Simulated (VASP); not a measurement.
# PrYSe3 (R3m) in VASP: relaxation of cell and atoms with PBE

Aim: the relaxation of cell and atoms of PrYSe3 with PBE.

Program: VASP 6.6.1. These are calculated values, not measurements. Logs are shortened: lines on timing, memory, paths and dates and some standing lists are left out, and cuts for length are marked.

### Step 1. The cell of the first run

The structure is trigonal, space group R3m (No. 160). The conventional cell has a = 7.172 Å, b = 7.172 Å, c = 11.278 Å, α = 90.00°, β = 90.00°, γ = 120.00°. Pr (site symmetry 3m) has 4 Y at 3.32 to 4.16 Å and 9 Se at 3.33 to 3.82 Å within 4.4 Å. Y (site symmetry 3m) has 6 Se at 2.41 to 3.46 Å and 1 Pr at 3.32 Å within 3.5 Å. Se (site symmetry m) has 2 Y at 2.41 to 3.46 Å and 2 Se at 3.28 Å and 1 Pr at 3.33 Å within 3.5 Å.

The cell was generated, and may not be a known phase.

### Step 2. Relaxation of cell and atoms, PBE

INCAR reads:

```
PREC = Accurate
ENCUT = 500
EDIFF = 1E-7
ISMEAR = 0
SIGMA = 0.15
LREAL = F
LASPH = T
NELM = 200
ALGO = Normal
ISIF = 3
LWAVE = F
LCHARG = F
GGA = PE
IBRION = 2
NSW = 36
EDIFFG = -0.08
GGA_COMPAT = F
NELMIN = 4
LMAXMIX = 6
```

KPOINTS reads:

```
regular mesh
0
Gamma
  2 2 2
```

POSCAR reads:

```
PrYSe3
1.0
    3.5860540700      2.0704092800      3.7594054900
   -3.5860540700      2.0704092800      3.7594054900
    0.0000000000     -4.1408185600      3.7594054900
Pr Y Se
1 1 3
Direct
    0.1321384600      0.1321384600      0.1321384600
    0.4266840100      0.4266840100      0.4266840100
    0.5303807100      0.9878887700      0.5303807100
    0.5303807100      0.5303807100      0.9878887700
    0.9878887700      0.5303807100      0.5303807100
```

Potentials or basis: VASP PAW PBE potentials, release 64 (Pr_3, Y_sv, Se), 4f in core.

Command:

```
$ cat potpaw_PBE.64/Pr_3/POTCAR potpaw_PBE.64/Y_sv/POTCAR potpaw_PBE.64/Se/POTCAR > POTCAR
$ mpirun -np 1 vasp_std > vasp.out
```

OUTCAR:

```text
PREC = Accurate
   ENCUT = 500
   EDIFF = 1E-7
   ISMEAR = 0
   LREAL = F
   LASPH = T
   NELM = 200
   ISIF = 3
   GGA = PE
   IBRION = 2
   NSW = 36
   EDIFFG = -0.08
   NELMIN = 4

 ion  position               nearest neighbor table
   1  0.132  0.132  0.132-   2 3.32   4 3.33   3 3.33   5 3.33
   2  0.427  0.427  0.427-   4 2.41   3 2.41   5 2.41   1 3.32   4 3.46   3 3.46   5 3.46
   3  0.530  0.988  0.530-   2 2.41   1 3.33   2 3.46
   4  0.530  0.530  0.988-   2 2.41   1 3.33   2 3.46
   5  0.988  0.530  0.530-   2 2.41   1 3.33   2 3.46

  LATTYP: Found a trigonal (rhomboedric) cell.
 ALAT       =     5.5928085984
 COS(alpha) =     0.1777502520

  Lattice vectors:

 A1 = (   3.5860540700,   2.0704092800,   3.7594054900)
 A2 = (  -3.5860540700,   2.0704092800,   3.7594054900)
 A3 = (   0.0000000000,  -4.1408185600,   3.7594054900)

Analysis of symmetry for initial positions (statically):
=====================================================================
 Subroutine PRICEL returns:
 Original cell was already a primitive cell.

 Routine SETGRP: Setting up the symmetry group for a
 trigonal (rhombohedral) supercell.

 Subroutine GETGRP returns: Found  6 space group operations
 (whereof  6 operations were pure point group operations)
 out of a pool of 12 trial point group operations.

The static configuration has the point symmetry C_3v.

Analysis of symmetry for dynamics (positions and initial velocities):
=====================================================================
 Subroutine PRICEL returns:
 Original cell was already a primitive cell.

 Routine SETGRP: Setting up the symmetry group for a
 trigonal (rhombohedral) supercell.

 Subroutine GETGRP returns: Found  6 space group operations
 (whereof  6 operations were pure point group operations)
 out of a pool of 12 trial point group operations.

The dynamic configuration has the point symmetry C_3v.

 Subroutine INISYM returns: Found  6 space group operations
 (whereof  6 operations are pure point group operations),
 and found     1 'primitive' translations

----------------------------------------------------------------------------------------

                                     Primitive cell

  volume of cell :     167.4725

  direct lattice vectors                    reciprocal lattice vectors
     3.586054070  2.070409280  3.759405490     0.139429019  0.080499382  0.088666502
    -3.586054070  2.070409280  3.759405490    -0.139429019  0.080499382  0.088666502
     0.000000000 -4.140818560  3.759405490     0.000000000 -0.160998763  0.088666502

  length of vectors
     5.592808598  5.592808598  5.592808595     0.183799756  0.183799756  0.183799756

  position of ions in fractional coordinates (direct lattice)
     0.132138460  0.132138460  0.132138460
     0.426684010  0.426684010  0.426684010
     0.530380710  0.987888770  0.530380710
     0.530380710  0.530380710  0.987888770
     0.987888770  0.530380710  0.530380710

  ion indices of the primitive-cell ions
   primitive index   ion index
                 1           1
                 2           2
                 3           3
                 4           4
                 5           5

----------------------------------------------------------------------------------------

 KPOINTS: regular mesh

Automatic generation of k-mesh.
 Grid dimensions read from file:
 generate k-points for:    2    2    2

 Generating k-lattice:

  Cartesian coordinates                     Fractional coordinates (reciprocal lattice)
     0.069714509  0.040249691  0.044333251     0.500000000  0.000000000  0.000000000
    -0.069714509  0.040249691  0.044333251     0.000000000  0.500000000  0.000000000
     0.000000000 -0.080499382  0.044333251     0.000000000  0.000000000  0.500000000

  Length of vectors
     0.091899878  0.091899878  0.091899878

  Shift w.r.t. Gamma in fractional coordinates (k-lattice)
     0.000000000  0.000000000  0.000000000

 Subroutine IBZKPT returns following result:
 ===========================================

 Found      4 irreducible k-points:

 Following reciprocal coordinates:
            Coordinates               Weight
  0.000000  0.000000  0.000000      1.000000
  0.500000  0.000000  0.000000      3.000000
  0.500000  0.500000  0.000000      3.000000
  0.500000  0.500000  0.500000      1.000000
   k-points           NKPTS =      4   k-points in BZ     NKDIM =      4   number of bands    NBANDS=     24
   number of dos      NEDOS =    301   number of ions     NIONS =      5
   total plane-waves  NPLWV =  74088
   dimension x,y,z NGX =    42 NGY =   42 NGZ =   42
   dimension x,y,z NGXF=    84 NGYF=   84 NGZF=   84
   ions per type =               1   1   3
   NGX,Y,Z   is equivalent  to a cutoff of  12.48, 12.48, 12.48 a.u.
   NGXF,Y,Z  is equivalent  to a cutoff of  24.97, 24.97, 24.97 a.u.
 SYSTEM =  unknown system
   PREC   = accura    normal or accurate (medium, high low for compatibility)
   ISTART =      0    job   : 0-new  1-cont  2-samecut
   ICHARG =      2    charge: 1-file 2-atom 10-const
   ISPIN  =      1    spin polarized calculation?
   LNONCOLLINEAR =      F non collinear calculations
   LSORBIT =      F    spin-orbit coupling
   LASPH  =      T    aspherical Exc in radial PAW
   ENCUT  =  500.0 eV  36.75 Ry    6.06 a.u.  10.20 10.20 10.20*2*pi/ulx,y,z
   NELM   =    200;   NELMIN=  4; NELMDL= -5     # of ELM steps
   EDIFF  = 0.1E-06   stopping-criterion for ELM
   LREAL  =      F    real-space projection
   EDIFFG = -.8E-01   stopping-criterion for IOM
   NSW    =     36    number of steps for IOM
   IBRION =      2    ionic relax: 0-MD 1-quasi-New 2-CG
   NFREE  =      1    steps in history (QN), initial steepest desc. (CG)
   ISIF   =      3    stress and relaxation
   ISYM   =      2    0-nonsym 1-usesym 2-fastsym
   POTIM  = 0.5000    time-step for ionic-motion
   TEBEG  =    0.0;   TEEND  =   0.0 temperature during run
   PSTRESS=    0.0 pullay stress
   NELECT =      40.0000    total number of electrons
   NUPDOWN=      -1.0000    fix difference up-down
   EMIN   =  10.00;   EMAX   =-10.00  energy-range for DOS
   EFERMI =   0.00;   METHOD = LEGACY
   ISMEAR =     0;   SIGMA  =   0.15  broadening in eV -4-tet -1-fermi 0-gaus
   EFERMI_NEDOS =   21; number of points for ismear=-14 and -15
   IALGO  =     38    algorithm
   IMIX   =      4    mixing-type and parameters
     AMIX     =   0.40;   BMIX     =  1.00
     AMIX_MAG =   1.60;   BMIX_MAG =  1.00
  volume/ion in A,a.u.               =      33.49       226.03
  Fermi-wavevector in a.u.,A,eV,Ry     =   1.015735  1.919460 14.037365  1.031717
  Thomas-Fermi vector in A             =   2.149038
   LORBIT       =      0    0 simple, 1 ext, 2 COOP (PROOUT), +10 PAW based schemes
   GGA     = PE    functional components
   LHFCALC =     F    Hartree Fock is set to
   AEXX    =    0.0000 exact exchange contribution
   IVDW    =     0    specifies the selected vdW correction
   LEPSILON=     F    determine dielectric tensor
   LRPA    =     F    only Hartree local field effects (RPA)
 conjugate gradient relaxation of ions
 non-spin polarized calculation
 Gauss-broadening in eV      SIGMA  =   0.15
  energy-cutoff  :      500.00
  volume of cell :      167.47
 maximum number of plane-waves:      4273
 NGX is ok and might be reduce to    42
   NGX = 21   NGY = 21   NGZ = 21

--------------------------------------- Ionic step        1  -------------------------------------------

 number of electron      39.9999997 magnetization

 Free energy of the ion-electron system (eV)
  ---------------------------------------------------
  ext. energy  EPLUGINS =         0.00000000
  ---------------------------------------------------
  free energy    TOTEN  =       -26.05252205 eV

  energy without entropy =      -26.05234667  energy(sigma->0) =      -26.05243436

------------------------ aborting loop because EDIFF is reached ----------------------------------------

  FORCE on cell =-STRESS in cart. coord.  units (eV):
  Direction    XX          YY          ZZ          XY          YZ          ZX
  --------------------------------------------------------------------------------------
  -------------------------------------------------------------------------------------
  Total        7.5849976      7.5849976     -1.6552854      0.0000000      0.0000000     -0.0000000
  in kB       72.5642262     72.5642260    -15.8358002      0.0000000      0.0000000     -0.0000000
  external PRESSURE =      43.0975506 kB  Pullay stress =       0.0000000 kB
[... 98 lines left out ...]
  FREE ENERGIE OF THE ION-ELECTRON SYSTEM (eV)
  ---------------------------------------------------
  free  energy   TOTEN  =       -27.4380365625 eV

  energy  without entropy=      -27.4376730609  energy(sigma->0) =      -27.43785481

[... ionic steps 4 to 16 ...]

--------------------------------------- Ionic step       17  -------------------------------------------

 number of electron      39.9999994 magnetization

------------------------ aborting loop because EDIFF is reached ----------------------------------------

  FORCE on cell =-STRESS in cart. coord.  units (eV):
  Direction    XX          YY          ZZ          XY          YZ          ZX
  --------------------------------------------------------------------------------------
  -------------------------------------------------------------------------------------
  Total       -0.1033469     -0.1033469     -0.0188999     -0.0000000      0.0000000      0.0000000
  in kB       -0.9311060     -0.9311060     -0.1702791     -0.0000000      0.0000000      0.0000000
  external PRESSURE =      -0.6774970 kB  Pullay stress =       0.0000000 kB
[... 63 lines left out ...]
  energy  without entropy=      -29.2375768165  energy(sigma->0) =      -29.23757682

--------------------------------------- Ionic step       19  -------------------------------------------

 number of electron      39.9999995 magnetization

 Free energy of the ion-electron system (eV)
  ---------------------------------------------------
  ext. energy  EPLUGINS =         0.00000000
  ---------------------------------------------------
  free energy    TOTEN  =       -29.23916532 eV

  energy without entropy =      -29.23916532  energy(sigma->0) =      -29.23916532

 E-fermi :   2.4734     XC(G=0):  -8.1135

 val. band max:        1.7165946216   @ k =   0.5000   0.5000   0.5000
 cond. band min:       3.2686587864   @ k =   0.0000   0.0000   0.0000
 fundamental gap:      1.5520641647
 Fermi energy:         2.4734170870

 k-point     1 :       0.0000    0.0000    0.0000
  band No.  band energies     occupation
      1     -40.8514      2.00000
      2     -35.4555      2.00000
      3     -20.8790      2.00000
      4     -20.8665      2.00000
      5     -20.8665      2.00000
      6     -17.4555      2.00000
[... 16 lines left out ...]
     23       3.4826      0.00000
     24       3.6075      0.00000

 k-point     2 :       0.5000    0.0000    0.0000
  band No.  band energies     occupation
      1     -40.8513      2.00000
      2     -35.4554      2.00000
      3     -20.8895      2.00000
      4     -20.8714      2.00000
      5     -20.8660      2.00000
      6     -17.4594      2.00000
[... 16 lines left out ...]
     23       3.9969      0.00000
     24       4.5253      0.00000

 k-point     3 :       0.5000    0.5000    0.0000
  band No.  band energies     occupation
      1     -40.8513      2.00000
      2     -35.4552      2.00000
      3     -20.8931      2.00000
      4     -20.8812      2.00000
      5     -20.8678      2.00000
      6     -17.4619      2.00000
[... 16 lines left out ...]
     23       3.8850      0.00000
     24       4.4312      0.00000

 k-point     4 :       0.5000    0.5000    0.5000
  band No.  band energies     occupation
      1     -40.8513      2.00000
      2     -35.4551      2.00000
      3     -20.8960      2.00000
      4     -20.8806      2.00000
      5     -20.8806      2.00000
      6     -17.4642      2.00000
[... 48 lines left out ...]
  FREE ENERGIE OF THE ION-ELECTRON SYSTEM (eV)
  ---------------------------------------------------
  free  energy   TOTEN  =       -29.2391653226 eV

  energy  without entropy=      -29.2391653226  energy(sigma->0) =      -29.23916532

 reached required accuracy - stopping structural energy minimisation
```

It took 5.6 min on 1 thread of AMD EPYC 7R13 (Zen 3), shared host; peak memory 0.25 GiB.

What came out:

* Free energy: -29.2392 eV
* Relaxed volume: 35.35 Å³/atom
* Relaxed cell: a = 5.619 Å, b = 5.619 Å, c = 5.619 Å, α = 87.13°, β = 87.13°, γ = 87.13°
* Space group after relaxing (to 0.1 Å): R3m (No. 160)
* Energy gained by relaxing: 637.3 meV/atom
* Ionic steps: 19
* Pressure after relaxing: 0.0 GPa
* Largest force after relaxing: 0.043 eV/Å
* Band gap on the k mesh: 1.55 eV (least direct gap 1.86 eV)

Forces in eV/Å, atoms in the order of the input:
```
Pr   0.000  0.000  0.017
Y    0.000  0.000  0.043
Se  -0.017  0.010 -0.020
Se   0.000 -0.020 -0.020
Se   0.017  0.010 -0.020
```

The path:
| step | energy change (eV) | largest force (eV/Å) | pressure (GPa) | volume (Å³) |
| --- | --- | --- | --- | --- |
| 1 | 0.0000 | 6.6096 | 4.31 | 167.47 |
| 2 | -1.2472 | 1.8182 | -6.11 | 189.80 |
| 3 | -1.3855 | 1.9454 | -4.45 | 182.96 |
| 4 | -2.2265 | 1.1969 | -0.72 | 164.37 |
| 5 | -2.2753 | 1.2101 | 1.23 | 159.14 |
| 6 | -2.5120 | 0.7636 | 1.30 | 161.05 |
| 7 | -2.7725 | 1.1215 | 1.53 | 166.75 |
| 8 | -2.9357 | 0.9020 | -0.35 | 175.02 |
| 9 | -2.9998 | 0.5929 | -2.01 | 185.55 |
| 10 | -3.1169 | 0.5125 | -0.30 | 183.58 |
| 11 | -3.1172 | 0.4968 | -0.39 | 183.67 |
| 12 | -3.1580 | 0.2629 | -0.33 | 181.80 |
| 13 | -3.1780 | 0.1185 | -0.19 | 179.29 |
| 14 | -3.1813 | 0.1455 | 0.10 | 178.01 |
| 15 | -3.1816 | 0.1810 | 0.22 | 177.48 |
| 16 | -3.1838 | 0.1014 | 0.04 | 177.70 |
| 17 | -3.1841 | 0.1239 | -0.07 | 177.83 |
| 18 | -3.1851 | 0.1037 | -0.05 | 177.56 |
| 19 | -3.1866 | 0.0427 | 0.00 | 176.74 |

Final structure:
```cif
data_structure
_symmetry_space_group_name_H-M 'P 1'
_symmetry_Int_Tables_number 1
_cell_length_a 5.6187
_cell_length_b 5.6187
_cell_length_c 5.6187
_cell_angle_alpha 87.130
_cell_angle_beta 87.130
_cell_angle_gamma 87.130
_cell_volume 176.74
loop_
_atom_site_label
_atom_site_type_symbol
_atom_site_fract_x
_atom_site_fract_y
_atom_site_fract_z
_atom_site_occupancy
Pr1 Pr 0.13432 0.13432 0.13432 1
Y1 Y 0.51734 0.51734 0.51734 1
Se1 Se 0.47606 0.00368 0.47606 1
Se2 Se 0.47606 0.47606 0.00368 1
Se3 Se 0.00368 0.47606 0.47606 1
```

Levels at points of the mesh, in eV from the valence-band top:
| k point | band 18 | band 19 | band 20 | band 21 | band 22 | band 23 |
| --- | --- | --- | --- | --- | --- | --- |
| (0.00, 0.00, 0.00) | -0.76 | -0.67 | -0.67 | 1.55 | 1.77 | 1.77 |
| (0.50, 0.00, 0.00) | -1.42 | -1.08 | -0.90 | 1.66 | 2.01 | 2.28 |
| (0.50, 0.50, 0.00) | -1.67 | -1.55 | -0.48 | 1.91 | 1.94 | 2.17 |
| (0.50, 0.50, 0.50) | -1.14 | -1.14 | 0.00 | 1.86 | 1.88 | 1.88 |

Caveat: the k points lie up to 0.56 Å⁻¹ apart in the final cell; spin-orbit coupling is left out, which moves the levels of the heavy elements; the 4f electrons are frozen in the core, so they carry no moment and show no levels; the relaxation stopped at a loose force limit of 0.08 eV/Å, so its end isn't a converged minimum. A k mesh can miss the band edges.
